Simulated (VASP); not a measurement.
# Ti (P6_3/mmc) in VASP: notebook

The runs below take Ti through single point, with LDA, r2SCAN.

Everything below comes from runs of VASP 6.6.1. Logs are shortened: lines on timing, memory, paths and dates and some standing lists are left out, and cuts for length are marked.

### Step 1. The cell of the first run

It takes space group P6_3/mmc (No. 194, hexagonal). The conventional cell has a = 2.939 Å, b = 2.939 Å, c = 4.650 Å, α = 90.00°, β = 90.00°, γ = 120.00°. Ti (site symmetry -6m2) has 12 Ti at 2.88 to 2.94 Å within 3.8 Å.

### Step 2. Single point, LDA

INCAR

```
SYSTEM = Ti
ALGO = Fast
EDIFF = 1E-6
ENCUT = 520
ISIF = 2
ISMEAR = 0
LASPH = .True.
LCHARG = .True.
LELF = .True.
LREAL = .False.
LVHAR = .True.
LWAVE = .False.
NBANDS = 19
NELM = 60
PREC = Accurate
SIGMA = 0.1
```

KPOINTS

```
k-points
0
Gamma
  18 18 10
  0 0 0
```

POSCAR

```
Ti
1.0
    2.9385821065      0.0000000000      0.0000000000
   -1.4692910532      2.5448867553      0.0000000000
    0.0000000000      0.0000000000      4.6504271810
Ti
2
Direct
    0.3333333333      0.6666666667      0.2500000000
    0.6666666667      0.3333333333      0.7500000000
```

Potentials or basis: VASP PAW LDA potentials, release 64 (Ti_sv).

The run is started by

```
$ cat potpaw_LDA.64/Ti_sv/POTCAR > POTCAR
$ mpirun -np 1 vasp_std > vasp.out
```

OUTCAR:

```text
SYSTEM = Ti
   EDIFF = 1E-6
   ENCUT = 520
   ISIF = 2
   ISMEAR = 0
   LASPH = .True.
   LREAL = .False.
   NELM = 60
   PREC = Accurate

 ion  position               nearest neighbor table
   1  0.333  0.667  0.250-   2 2.88   2 2.88   2 2.88   2 2.88   2 2.88   2 2.88
   2  0.667  0.333  0.750-   1 2.88   1 2.88   1 2.88   1 2.88   1 2.88   1 2.88

  LATTYP: Found a hexagonal cell.
 ALAT       =     2.9385821065
 C/A-ratio  =     1.5825411755

  Lattice vectors:

 A1 = (   2.9385821065,   0.0000000000,   0.0000000000)
 A2 = (  -1.4692910532,   2.5448867553,   0.0000000000)
 A3 = (   0.0000000000,   0.0000000000,   4.6504271810)

Analysis of symmetry for initial positions (statically):
=====================================================================
 Subroutine PRICEL returns:
 Original cell was already a primitive cell.

 Routine SETGRP: Setting up the symmetry group for a
 hexagonal supercell.

 Subroutine GETGRP returns: Found 24 space group operations
 (whereof 12 operations were pure point group operations)
 out of a pool of 24 trial point group operations.

The static configuration has the point symmetry D_3d.
 The point group associated with its full space group is D_6h.

Analysis of symmetry for dynamics (positions and initial velocities):
=====================================================================
 Subroutine PRICEL returns:
 Original cell was already a primitive cell.

 Routine SETGRP: Setting up the symmetry group for a
 hexagonal supercell.

 Subroutine GETGRP returns: Found 24 space group operations
 (whereof 12 operations were pure point group operations)
 out of a pool of 24 trial point group operations.

The dynamic configuration has the point symmetry D_3d.
 The point group associated with its full space group is D_6h.

 Subroutine INISYM returns: Found 24 space group operations
 (whereof 12 operations are pure point group operations),
 and found     1 'primitive' translations

----------------------------------------------------------------------------------------

                                     Primitive cell

  volume of cell :      34.7776

  direct lattice vectors                    reciprocal lattice vectors
     2.938582107  0.000000000  0.000000000     0.340300173  0.196472397  0.000000000
    -1.469291053  2.544886755  0.000000000     0.000000000  0.392944793  0.000000000
     0.000000000  0.000000000  4.650427181     0.000000000  0.000000000  0.215034009

  length of vectors
     2.938582107  2.938582106  4.650427181     0.392944793  0.392944793  0.215034009

  position of ions in fractional coordinates (direct lattice)
     0.333333333  0.666666667  0.250000000
     0.666666667  0.333333333  0.750000000

  ion indices of the primitive-cell ions
   primitive index   ion index
                 1           1
                 2           2

----------------------------------------------------------------------------------------

 KPOINTS: k-points

Automatic generation of k-mesh.
 Grid dimensions read from file:
 generate k-points for:   18   18   10

 Generating k-lattice:

  Cartesian coordinates                     Fractional coordinates (reciprocal lattice)
     0.018905565  0.010915133  0.000000000     0.055555556  0.000000000  0.000000000
     0.000000000  0.021830266  0.000000000     0.000000000  0.055555556  0.000000000
     0.000000000  0.000000000  0.021503401     0.000000000  0.000000000  0.100000000

  Length of vectors
     0.021830266  0.021830266  0.021503401

  Shift w.r.t. Gamma in fractional coordinates (k-lattice)
     0.000000000  0.000000000  0.000000000

 Subroutine IBZKPT returns following result:
 ===========================================

 Found    222 irreducible k-points:

 Following reciprocal coordinates:
            Coordinates               Weight
  0.000000  0.000000  0.000000      1.000000
  0.055556  0.000000  0.000000      6.000000
  0.111111  0.000000  0.000000      6.000000
  0.166667  0.000000  0.000000      6.000000
  0.222222  0.000000  0.000000      6.000000
  0.277778  0.000000  0.000000      6.000000
[... 16 lines left out ...]
  0.333333  0.111111  0.000000     12.000000
  0.388889  0.111111  0.000000     12.000000
 [... further k-points ...]
   k-points           NKPTS =    222   k-points in BZ     NKDIM =    222   number of bands    NBANDS=     19
   number of dos      NEDOS =    301   number of ions     NIONS =      2
   total plane-waves  NPLWV =  20736
   dimension x,y,z NGX =    24 NGY =   24 NGZ =   36
   dimension x,y,z NGXF=    48 NGYF=   48 NGZF=   72
   ions per type =               2
   NGX,Y,Z   is equivalent  to a cutoff of  13.58, 13.58, 12.87 a.u.
   NGXF,Y,Z  is equivalent  to a cutoff of  27.16, 27.16, 25.74 a.u.
 SYSTEM =  Ti
   PREC   = accura    normal or accurate (medium, high low for compatibility)
   ISTART =      0    job   : 0-new  1-cont  2-samecut
   ICHARG =      2    charge: 1-file 2-atom 10-const
   ISPIN  =      1    spin polarized calculation?
   LNONCOLLINEAR =      F non collinear calculations
   LSORBIT =      F    spin-orbit coupling
   LASPH  =      T    aspherical Exc in radial PAW
   ENCUT  =  520.0 eV  38.22 Ry    6.18 a.u.   5.46  5.46  8.65*2*pi/ulx,y,z
   NELM   =     60;   NELMIN=  2; NELMDL= -5     # of ELM steps
   EDIFF  = 0.1E-05   stopping-criterion for ELM
   LREAL  =      F    real-space projection
   EDIFFG = 0.1E-04   stopping-criterion for IOM
   NSW    =      0    number of steps for IOM
   IBRION =     -1    ionic relax: 0-MD 1-quasi-New 2-CG
   NFREE  =      0    steps in history (QN), initial steepest desc. (CG)
   ISIF   =      2    stress and relaxation
   ISYM   =      2    0-nonsym 1-usesym 2-fastsym
   POTIM  = 0.5000    time-step for ionic-motion
   TEBEG  =    0.0;   TEEND  =   0.0 temperature during run
   PSTRESS=    0.0 pullay stress
   NELECT =      24.0000    total number of electrons
   NUPDOWN=      -1.0000    fix difference up-down
   EMIN   =  10.00;   EMAX   =-10.00  energy-range for DOS
   EFERMI =   0.00;   METHOD = LEGACY
   ISMEAR =     0;   SIGMA  =   0.10  broadening in eV -4-tet -1-fermi 0-gaus
   EFERMI_NEDOS =   21; number of points for ismear=-14 and -15
   IALGO  =     68    algorithm
   IMIX   =      4    mixing-type and parameters
     AMIX     =   0.40;   BMIX     =  1.00
     AMIX_MAG =   1.60;   BMIX_MAG =  1.00
  volume/ion in A,a.u.               =      17.39       117.35
  Fermi-wavevector in a.u.,A,eV,Ry     =   1.446701  2.733869 28.476240  2.092945
  Thomas-Fermi vector in A             =   2.564740
   LORBIT       =      0    0 simple, 1 ext, 2 COOP (PROOUT), +10 PAW based schemes
   GGA     = CA    functional components
   LHFCALC =     F    Hartree Fock is set to
   AEXX    =    0.0000 exact exchange contribution
   IVDW    =     0    specifies the selected vdW correction
   LEPSILON=     F    determine dielectric tensor
   LRPA    =     F    only Hartree local field effects (RPA)
 non-spin polarized calculation
 RMM-DIIS sequential band-by-band and
 Gauss-broadening in eV      SIGMA  =   0.10
  energy-cutoff  :      520.00
  volume of cell :       34.78
 maximum number of plane-waves:       965
 NGX is ok and might be reduce to    24
   NGX = 11   NGY = 11   NGZ = 17

 number of electron      24.0000002 magnetization

 Free energy of the ion-electron system (eV)
  ---------------------------------------------------
  ext. energy  EPLUGINS =         0.00000000
  ---------------------------------------------------
  free energy    TOTEN  =       -17.03162652 eV

  energy without entropy =      -17.02158496  energy(sigma->0) =      -17.02660574

 E-fermi :   8.0827     XC(G=0): -11.7787

 val. band max:        8.0783943770   @ k =   0.0000   0.0000   0.4000
 cond. band min:       8.0894618112   @ k =   0.2778   0.2778   0.4000
 fundamental gap:      0.0110674343
 Fermi energy:         8.0826546121

 k-point     1 :       0.0000    0.0000    0.0000
  band No.  band energies     occupation
      1     -48.0880      2.00000
      2     -47.9434      2.00000
      3     -25.0703      2.00000
      4     -24.4075      2.00000
      5     -24.4075      2.00000
      6     -24.3396      2.00000
[... 11 lines left out ...]
     18       9.6480      0.00000
     19      11.1930      0.00000

 k-point     2 :       0.0556    0.0000    0.0000
  band No.  band energies     occupation
      1     -48.0848      2.00000
      2     -47.9421      2.00000
      3     -25.0633      2.00000
      4     -24.4219      2.00000
      5     -24.4124      2.00000
      6     -24.3426      2.00000
[... 11 lines left out ...]
     18       9.5988      0.00000
     19      11.2198      0.00000

 k-point     3 :       0.1111    0.0000    0.0000
  band No.  band energies     occupation
      1     -48.0754      2.00000
      2     -47.9385      2.00000
      3     -25.0427      2.00000
      4     -24.4634      2.00000
      5     -24.4261      2.00000
      6     -24.3611      2.00000
[... 11 lines left out ...]
     18       9.5339      0.00000
     19      11.2871      0.00000

 k-point     4 :       0.1667    0.0000    0.0000
  band No.  band energies     occupation
      1     -48.0608      2.00000
      2     -47.9333      2.00000
      3     -25.0099      2.00000
      4     -24.5273      2.00000
      5     -24.4466      2.00000
      6     -24.4256      2.00000
[... 11 lines left out ...]
     18       9.7889      0.00000
     19      11.3697      0.00000

 k-point     5 :       0.2222    0.0000    0.0000
  band No.  band energies     occupation
      1     -48.0424      2.00000
      2     -47.9274      2.00000
      3     -24.9670      2.00000
      4     -24.6064      2.00000
      5     -24.5028      2.00000
      6     -24.4709      2.00000
[... 11 lines left out ...]
     18      10.1187      0.00000
     19      11.4479      0.00000
[... 334 lines left out ...]
      2     -47.9205      2.00000
      3     -24.9005      2.00000
      4     -24.6875      2.00000
      5     -24.6246      2.00000
      6     -24.4923      2.00000
[... 11 lines left out ...]
     18      10.8395      0.00000
     19      11.4619      0.00000

 k-point    22 :       0.2778    0.1111    0.0000
  band No.  band energies     occupation
      1     -47.9955      2.00000
      2     -47.9172      2.00000
      3     -24.8481      2.00000
      4     -24.7620      2.00000
      5     -24.6747      2.00000
      6     -24.5291      2.00000
[... 11 lines left out ...]
     18      11.3110      0.00000
     19      11.4933      0.00000

 k-point    23 :       0.3333    0.1111    0.0000
  band No.  band energies     occupation
      1     -47.9777      2.00000
      2     -47.9162      2.00000
      3     -24.8230      2.00000
      4     -24.7972      2.00000
      5     -24.7149      2.00000
      6     -24.5589      2.00000
[... 11 lines left out ...]
     18      11.5144      0.00000
     19      11.8004      0.00000

 k-point    24 :       0.3889    0.1111    0.0000
  band No.  band energies     occupation
      1     -47.9645      2.00000
      2     -47.9171      2.00000
      3     -24.8626      2.00000
      4     -24.7562      2.00000
      5     -24.7411      2.00000
      6     -24.5780      2.00000
[... 11 lines left out ...]
     18      11.5261      0.00000
     19      12.2990      0.00000

 [... further k-points ...]
[... 5 lines left out ...]
  --------------------------------------------------------------------------------------
  -------------------------------------------------------------------------------------
  Total       -1.8876195     -1.8876195     -1.9317434     -0.0000000      0.0000000      0.0000000
  in kB      -86.9612755    -86.9612755    -88.9940291     -0.0000000      0.0000000      0.0000000
  external PRESSURE =     -87.6388600 kB  Pullay stress =       0.0000000 kB

 VOLUME and BASIS-vectors are now :
 -----------------------------------------------------------------------------
  energy-cutoff  :      520.00
  volume of cell :       34.78
      direct lattice vectors                 reciprocal lattice vectors
     2.938582107  0.000000000  0.000000000     0.340300173  0.196472397  0.000000000
    -1.469291053  2.544886755  0.000000000     0.000000000  0.392944793  0.000000000
     0.000000000  0.000000000  4.650427181     0.000000000  0.000000000  0.215034009

 POSITION                                       TOTAL-FORCE (eV/Angst)
 -----------------------------------------------------------------------------------
     -0.00000      1.69659      1.16261        -0.000000      0.000000      0.000000
      1.46929      0.84830      3.48782         0.000000     -0.000000      0.000000
 -----------------------------------------------------------------------------------
    total drift:                               -0.000000      0.000000     -0.000000

  FREE ENERGIE OF THE ION-ELECTRON SYSTEM (eV)
  ---------------------------------------------------
  free  energy   TOTEN  =       -17.0316265211 eV

  energy  without entropy=      -17.0215849608  energy(sigma->0) =      -17.02660574
```

Wall time 10 min (1 thread of Intel Xeon 8259CL, shared host); peak memory 0.23 GiB.

Results:

* Free energy: -17.0316 eV
* Pressure: -8.8 GPa
* Band gap on the k mesh: zero (band 12 reaches 8.82 eV, above the bottom of band 13 at 7.77 eV)

Levels at points of the mesh, in eV from the Fermi level:
| k point | band 9 | band 10 | band 11 | band 12 | band 13 | band 14 | band 15 | band 16 |
| --- | --- | --- | --- | --- | --- | --- | --- | --- |
| (0.00, 0.00, 0.00) | -6.13 | -2.68 | 0.74 | 0.74 | 0.86 | 0.88 | 1.24 | 1.24 |
| (0.50, 0.00, 0.00) | -2.32 | -2.16 | -1.85 | -0.56 | 0.43 | 0.61 | 1.16 | 3.31 |
| (0.00, 0.00, 0.50) | -4.27 | -4.27 | 0.08 | 0.08 | 0.64 | 0.64 | 0.64 | 0.64 |
| (0.50, 0.00, 0.50) | -2.54 | -2.54 | -0.82 | -0.82 | 1.38 | 1.38 | 1.68 | 1.68 |

### Step 3. Single point, r2SCAN

POSCAR is that of step 2.

INCAR.step1

```
SYSTEM = Ti
  PREC = Accurate
  ENCUT = 520
  ISMEAR = 0
  SIGMA = 0.1
  LREAL = .False.
  LASPH = .True.
  NELM = 60
  NBANDS = 19
  GGA = PE
  ALGO = Normal
  EDIFF = 1E-4
  LWAVE = .True.
  LCHARG = .False.
```

INCAR.step2

```
SYSTEM = Ti
  PREC = Accurate
  ENCUT = 520
  EDIFF = 1E-7
  ISMEAR = 0
  SIGMA = 0.1
  LREAL = .False.
  LASPH = .True.
  NELM = 60
  ALGO = Normal
  ISIF = 2
  LWAVE = .False.
  LCHARG = .False.
  METAGGA = R2SCAN
  LMIXTAU = .True.
  NBANDS = 19
  ISTART = 1
```

KPOINTS

```
regular mesh
0
Gamma
  18 18 10
  0 0 0
```

Potentials or basis: VASP PAW PBE potentials, release 64 (Ti_sv).

The run is started by

```
$ cat potpaw_PBE.64/Ti_sv/POTCAR > POTCAR
$ cp INCAR.step1 INCAR
$ mpirun -np 1 vasp_std > vasp.out
$ cp INCAR.step2 INCAR
$ mpirun -np 1 vasp_std > vasp.out
```

Run time: 13 min. Hardware: 1 thread of Intel Xeon 8259CL, shared host; peak memory 0.25 GiB.

The run converged. Its results:

| Quantity | Value |
| --- | --- |
| Free energy | -25.9056 eV |
| Pressure | -0.2 GPa |
| Band gap on the k mesh | zero (band 12 reaches 9.25 eV, above the bottom of band 13 at 8.02 eV) |

Stress tensor (GPa, compression positive):
```
-0.14  0.00  0.00
 0.00 -0.14  0.00
 0.00  0.00 -0.36
```

Levels at points of the mesh, in eV from the Fermi level:
```
           k point  band 8  band 9  band 10  band 11  band 12  band 13  band 14  band 15  band 16  band 17
(0.00, 0.00, 0.00)  -34.04   -6.62    -2.87     0.56     0.86     0.86     0.97     1.39     1.39     1.81
(0.50, 0.00, 0.00)  -34.11   -2.53    -2.29    -1.94    -0.85     0.60     0.69     1.26     3.53     3.76
(0.00, 0.00, 0.50)  -34.09   -4.69    -4.69     0.06     0.06     0.77     0.77     0.77     0.77     3.02
(0.50, 0.00, 0.50)  -34.20   -2.68    -2.68    -0.88    -0.88     1.23     1.23     1.90     1.90     3.67
```

Caveat: the PAW data sets were made with another functional, which shifts forces and pressure a little.
